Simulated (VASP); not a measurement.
# MnSi (P2_13) in VASP: single point with r2SCAN

Aim: the single point of MnSi with r2SCAN.

All numbers are computed with VASP 6.6.1; they aren't measurements. Logs are shortened: lines on timing, memory, paths and dates and some standing lists are left out, and cuts for length are marked.

## (1) The cell of the first run

The structure is cubic, space group P2_13 (No. 198). The conventional cell has a = 4.548 Å, b = 4.548 Å, c = 4.548 Å, α = 90.00°, β = 90.00°, γ = 90.00°. Mn (site symmetry 3) has 7 Si at 2.30 to 2.53 Å and 6 Mn at 2.79 Å within 3.0 Å. Within 3.0 Å of Si (site symmetry 3) lie 7 Mn at 2.30 to 2.53 Å and 6 Si at 2.81 Å.

## (2) Single point, r2SCAN, collinear spin

File POSCAR:

```
MnSi
1.0
    4.5480000000      0.0000000000      0.0000000000
    0.0000000000      4.5480000000      0.0000000000
    0.0000000000      0.0000000000      4.5480000000
Mn Si
4 4
Direct
    0.1380000000      0.1380000000      0.1380000000
    0.3620000000      0.8620000000      0.6380000000
    0.6380000000      0.3620000000      0.8620000000
    0.8620000000      0.6380000000      0.3620000000
    0.8460000000      0.8460000000      0.8460000000
    0.6540000000      0.1540000000      0.3460000000
    0.3460000000      0.6540000000      0.1540000000
    0.1540000000      0.3460000000      0.6540000000
```

File INCAR.step1:

```
SYSTEM = MnSi
PREC = Accurate ; ENCUT = 520
ISMEAR = -1 ; SIGMA = 0.1
LREAL = .FALSE. ; LASPH = .TRUE.
NELM = 150 ; ISPIN = 2
MAGMOM = 4.5 0 0 0 0 0 0 0 ; LMAXMIX = 4
NBANDS = 48 ; GGA = PE
ALGO = Normal ; EDIFF = 1E-4
LWAVE = .TRUE. ; LCHARG = .FALSE.
```

File INCAR.step2:

```
SYSTEM = MnSi
PREC = Accurate ; ENCUT = 520
EDIFF = 1E-7 ; ISMEAR = -1
SIGMA = 0.1 ; LREAL = .FALSE.
LASPH = .TRUE. ; NELM = 150
ALGO = Normal ; ISIF = 2
LWAVE = .FALSE. ; LCHARG = .FALSE.
ISPIN = 2 ; MAGMOM = 4.5 0 0 0 0 0 0 0
LORBIT = 11 ; LMAXMIX = 4
METAGGA = R2SCAN ; LMIXTAU = .TRUE.
NBANDS = 48 ; ISTART = 1
```

File KPOINTS:

```
Automatic mesh
0
G
  4 4 4
  0 0 0
```

Potentials or basis: VASP PAW PBE potentials, release 64 (Mn_pv, Si).

The run is started by

```sh
$ cat potpaw_PBE.64/Mn_pv/POTCAR potpaw_PBE.64/Si/POTCAR > POTCAR
$ cp INCAR.step1 INCAR
$ mpirun -np 1 vasp_std > vasp.out
$ cp INCAR.step2 INCAR
$ mpirun -np 1 vasp_std > vasp.out
```

OUTCAR:

```text
SYSTEM = MnSi
   PREC = Accurate
   ENCUT = 520
   EDIFF = 1E-7
   ISMEAR = -1
   LREAL = .FALSE.
   LASPH = .TRUE.
   NELM = 150
   ISIF = 2
   ISPIN = 2
   LORBIT = 11
   METAGGA = R2SCAN
   ISTART = 1

 ion  position               nearest neighbor table
   1  0.138  0.138  0.138-   5 2.30   6 2.40   7 2.40   8 2.40   7 2.53   8 2.53   6 2.53   3 2.79
                             4 2.79   2 2.79   2 2.79   4 2.79   3 2.79
   2  0.362  0.862  0.638-   6 2.30   5 2.40   7 2.40   8 2.40   7 2.53   8 2.53   5 2.53   1 2.79
                             1 2.79   3 2.79   3 2.79   4 2.79   4 2.79
   3  0.638  0.362  0.862-   7 2.30   6 2.40   5 2.40   8 2.40   8 2.53   6 2.53   5 2.53   1 2.79
                             4 2.79   2 2.79   2 2.79   4 2.79   1 2.79
   4  0.862  0.638  0.362-   8 2.30   6 2.40   7 2.40   5 2.40   6 2.53   5 2.53   7 2.53   1 2.79
                             3 2.79   2 2.79   1 2.79   2 2.79   3 2.79
   5  0.846  0.846  0.846-   1 2.30   2 2.40   3 2.40   4 2.40   3 2.53   4 2.53   2 2.53   6 2.81
                             7 2.81   8 2.81   6 2.81   8 2.81   7 2.81
   6  0.654  0.154  0.346-   2 2.30   1 2.40   3 2.40   4 2.40   3 2.53   4 2.53   1 2.53   8 2.81
                             5 2.81   5 2.81   7 2.81   7 2.81   8 2.81
   7  0.346  0.654  0.154-   3 2.30   2 2.40   1 2.40   4 2.40   4 2.53   2 2.53   1 2.53   8 2.81
                             5 2.81   8 2.81   6 2.81   6 2.81   5 2.81
   8  0.154  0.346  0.654-   4 2.30   2 2.40   3 2.40   1 2.40   2 2.53   1 2.53   3 2.53   7 2.81
                             5 2.81   7 2.81   5 2.81   6 2.81   6 2.81

  LATTYP: Found a simple cubic cell.
 ALAT       =     4.5480000000

  Lattice vectors:

 A1 = (   4.5480000000,   0.0000000000,   0.0000000000)
 A2 = (   0.0000000000,   4.5480000000,   0.0000000000)
 A3 = (   0.0000000000,   0.0000000000,   4.5480000000)

Analysis of symmetry for initial positions (statically):
=====================================================================
 Subroutine PRICEL returns:
 Original cell was already a primitive cell.

 Routine SETGRP: Setting up the symmetry group for a
 simple cubic supercell.

 Subroutine GETGRP returns: Found 12 space group operations
 (whereof  3 operations were pure point group operations)
 out of a pool of 48 trial point group operations.

The static configuration has the point symmetry C_3 .
 The point group associated with its full space group is T   .

Analysis of symmetry for dynamics (positions and initial velocities):
=====================================================================
 Subroutine PRICEL returns:
 Original cell was already a primitive cell.

 Routine SETGRP: Setting up the symmetry group for a
 simple cubic supercell.

 Subroutine GETGRP returns: Found 12 space group operations
 (whereof  3 operations were pure point group operations)
 out of a pool of 48 trial point group operations.

The dynamic configuration has the point symmetry C_3 .
 The point group associated with its full space group is T   .

Analysis of structural, dynamic, and magnetic symmetry:
=====================================================================
 Subroutine PRICEL returns:
 Original cell was already a primitive cell.

 Routine SETGRP: Setting up the symmetry group for a
 simple cubic supercell.

 Subroutine GETGRP returns: Found  3 space group operations
 (whereof  3 operations were pure point group operations)
 out of a pool of 48 trial point group operations.

The overall configuration has the point symmetry C_3 .

 Subroutine INISYM returns: Found  3 space group operations
 (whereof  3 operations are pure point group operations),
 and found     1 'primitive' translations

----------------------------------------------------------------------------------------

                                     Primitive cell

  volume of cell :      94.0722

  direct lattice vectors                    reciprocal lattice vectors
     4.548000000  0.000000000  0.000000000     0.219876869  0.000000000  0.000000000
     0.000000000  4.548000000  0.000000000     0.000000000  0.219876869  0.000000000
     0.000000000  0.000000000  4.548000000     0.000000000  0.000000000  0.219876869

  length of vectors
     4.548000000  4.548000000  4.548000000     0.219876869  0.219876869  0.219876869

  position of ions in fractional coordinates (direct lattice)
     0.138000000  0.138000000  0.138000000
     0.362000000  0.862000000  0.638000000
     0.638000000  0.362000000  0.862000000
[... 69 lines left out ...]
   ISTART =      1    job   : 0-new  1-cont  2-samecut
   ICHARG =      0    charge: 1-file 2-atom 10-const
   ISPIN  =      2    spin polarized calculation?
   LNONCOLLINEAR =      F non collinear calculations
   LSORBIT =      F    spin-orbit coupling
   LASPH  =      T    aspherical Exc in radial PAW
   ENCUT  =  520.0 eV  38.22 Ry    6.18 a.u.   8.46  8.46  8.46*2*pi/ulx,y,z
   NELM   =    150;   NELMIN=  2; NELMDL=  0     # of ELM steps
   EDIFF  = 0.1E-06   stopping-criterion for ELM
   LREAL  =      F    real-space projection
   EDIFFG = 0.1E-05   stopping-criterion for IOM
   NSW    =      0    number of steps for IOM
   IBRION =     -1    ionic relax: 0-MD 1-quasi-New 2-CG
   NFREE  =      0    steps in history (QN), initial steepest desc. (CG)
   ISIF   =      2    stress and relaxation
   ISYM   =      2    0-nonsym 1-usesym 2-fastsym
   POTIM  = 0.5000    time-step for ionic-motion
   TEBEG  =    0.0;   TEEND  =   0.0 temperature during run
   PSTRESS=    0.0 pullay stress
   NELECT =      68.0000    total number of electrons
   NUPDOWN=      -1.0000    fix difference up-down
   EMIN   =  10.00;   EMAX   =-10.00  energy-range for DOS
   EFERMI =   0.00;   METHOD = LEGACY
   ISMEAR =    -1;   SIGMA  =   0.10  broadening in eV -4-tet -1-fermi 0-gaus
   EFERMI_NEDOS =   21; number of points for ismear=-14 and -15
   IALGO  =     38    algorithm
   IMIX   =      4    mixing-type and parameters
     AMIX     =   0.40;   BMIX     =  1.00
     AMIX_MAG =   1.60;   BMIX_MAG =  1.00
  volume/ion in A,a.u.               =      11.76        79.35
  Fermi-wavevector in a.u.,A,eV,Ry     =   1.469233  2.776448 29.370157  2.158646
  Thomas-Fermi vector in A             =   2.584635
   LORBIT       =     11    0 simple, 1 ext, 2 COOP (PROOUT), +10 PAW based schemes
   METAGGA = R2SCAN    functional components
   LHFCALC =     F    Hartree Fock is set to
   AEXX    =    0.0000 exact exchange contribution
   IVDW    =     0    specifies the selected vdW correction
   LEPSILON=     F    determine dielectric tensor
   LRPA    =     F    only Hartree local field effects (RPA)
 spin polarized calculation
  energy-cutoff  :      520.00
  volume of cell :       94.07
 maximum number of plane-waves:      2560
 NGX is ok and might be reduce to    36
   NGX = 17   NGY = 17   NGZ = 17

 number of electron      68.0000085 magnetization       7.9995445

 Free energy of the ion-electron system (eV)
  ---------------------------------------------------
  ext. energy  EPLUGINS =         0.00000000
  ---------------------------------------------------
  free energy    TOTEN  =       -97.02503799 eV

  energy without entropy =      -96.94230955  energy(sigma->0) =      -96.98367377

 E-fermi :  11.0427     XC(G=0): -13.7422

 val. band max:       10.9549781297   @ k =   0.5000   0.5000   0.0000
 cond. band min:      11.0474598739   @ k =   0.5000   0.5000   0.0000
 fundamental gap:      0.0924817442
 Fermi energy:        11.0427389707

 spin component 1

 k-point     1 :       0.0000    0.0000    0.0000
  band No.  band energies     occupation
      1     -40.1131      1.00000
      2     -40.1131      1.00000
      3     -40.1131      1.00000
      4     -40.0896      1.00000
      5     -40.0896      1.00000
      6     -40.0896      1.00000
[... 675 lines left out ...]
     45      16.9195      0.00000
     46      16.9195      0.00000
 Fermi energy:        11.0427389707

 spin component 2

 k-point     1 :       0.0000    0.0000    0.0000
  band No.  band energies     occupation
      1     -36.9931      1.00000
      2     -36.9931      1.00000
      3     -36.9931      1.00000
      4     -36.9158      1.00000
      5     -36.9158      1.00000
      6     -36.9158      1.00000
[... 675 lines left out ...]
     45      17.5605      0.00000
     46      17.5605      0.00000
 [bands above 46 left out]

------------------------ aborting loop because EDIFF is reached ----------------------------------------

  FORCE on cell =-STRESS in cart. coord.  units (eV):
  Direction    XX          YY          ZZ          XY          YZ          ZX
  --------------------------------------------------------------------------------------
  -------------------------------------------------------------------------------------
  Total        0.7054205      0.7054205      0.7054205      0.0000330      0.0000330      0.0000330
  in kB       12.0142679     12.0142679     12.0142679      0.0005629      0.0005629      0.0005629
  external PRESSURE =      12.0142679 kB  Pullay stress =       0.0000000 kB

 VOLUME and BASIS-vectors are now :
 -----------------------------------------------------------------------------
  energy-cutoff  :      520.00
  volume of cell :       94.07
      direct lattice vectors                 reciprocal lattice vectors
     4.548000000  0.000000000  0.000000000     0.219876869  0.000000000  0.000000000
     0.000000000  4.548000000  0.000000000     0.000000000  0.219876869  0.000000000
     0.000000000  0.000000000  4.548000000     0.000000000  0.000000000  0.219876869

 POSITION                                       TOTAL-FORCE (eV/Angst)
 -----------------------------------------------------------------------------------
      0.62762      0.62762      0.62762         0.105285      0.105285      0.105285
      1.64638      3.92038      2.90162        -0.105277     -0.105296      0.105284
      2.90162      1.64638      3.92038         0.105284     -0.105277     -0.105296
      3.92038      2.90162      1.64638        -0.105296      0.105284     -0.105277
      3.84761      3.84761      3.84761        -0.065403     -0.065403     -0.065403
      2.97439      0.70039      1.57361         0.065405      0.065403     -0.065401
      1.57361      2.97439      0.70039        -0.065401      0.065405      0.065403
      0.70039      1.57361      2.97439         0.065403     -0.065401      0.065405
 -----------------------------------------------------------------------------------
    total drift:                                0.000003      0.000003      0.000002

  FREE ENERGIE OF THE ION-ELECTRON SYSTEM (eV)
  ---------------------------------------------------
  free  energy   TOTEN  =       -97.0250379876 eV

  energy  without entropy=      -96.9423095536  energy(sigma->0) =      -96.98367377

 total charge

# of ion       s       p       d       tot
------------------------------------------
    1        0.354   6.389   5.236  11.979
    2        0.354   6.389   5.236  11.979
    3        0.354   6.389   5.236  11.979
    4        0.354   6.389   5.236  11.979
    5        0.735   0.918   0.000   1.653
    6        0.735   0.918   0.000   1.653
    7        0.735   0.918   0.000   1.653
    8        0.735   0.918   0.000   1.653
--------------------------------------------------
tot          4.357  29.227  20.942  54.526

 magnetization (x)

# of ion       s       p       d       tot
------------------------------------------
    1       -0.001   0.003   2.238   2.241
    2       -0.001   0.003   2.238   2.241
    3       -0.001   0.003   2.238   2.241
    4       -0.001   0.003   2.238   2.241
    5       -0.036  -0.098   0.000  -0.134
    6       -0.036  -0.098   0.000  -0.134
    7       -0.036  -0.098   0.000  -0.134
    8       -0.036  -0.098   0.000  -0.134
--------------------------------------------------
tot         -0.147  -0.381   8.954   8.426
```

Wall time 22 min (1 thread of Intel Xeon Platinum 8259CL at 2.50GHz (Skylake/Cascade Lake), shared host); peak memory 0.31 GiB.

What came out:

```
Free energy                                           : -97.0250 eV
Pressure                                              : 1.2 GPa
Largest force                                         : 0.182 eV/Å
Band gap on the k mesh                                : zero (filled and empty bands overlap)
Net moment                                            : 8.00 μB per cell
Site moments                                          : Mn +2.24; Si -0.13 μB
Valence electrons inside the program's atomic spheres : Mn 11.98; Si 1.65
```

Forces on the atoms (eV/Å):
```
Mn   0.105  0.105  0.105
Mn  -0.105 -0.105  0.105
Mn   0.105 -0.105 -0.105
Mn  -0.105  0.105 -0.105
Si  -0.065 -0.065 -0.065
Si   0.065  0.065 -0.065
Si  -0.065  0.065  0.065
Si   0.065 -0.065  0.065
```

Caveat: the PAW data sets were made with another functional, which shifts forces and pressure a little.
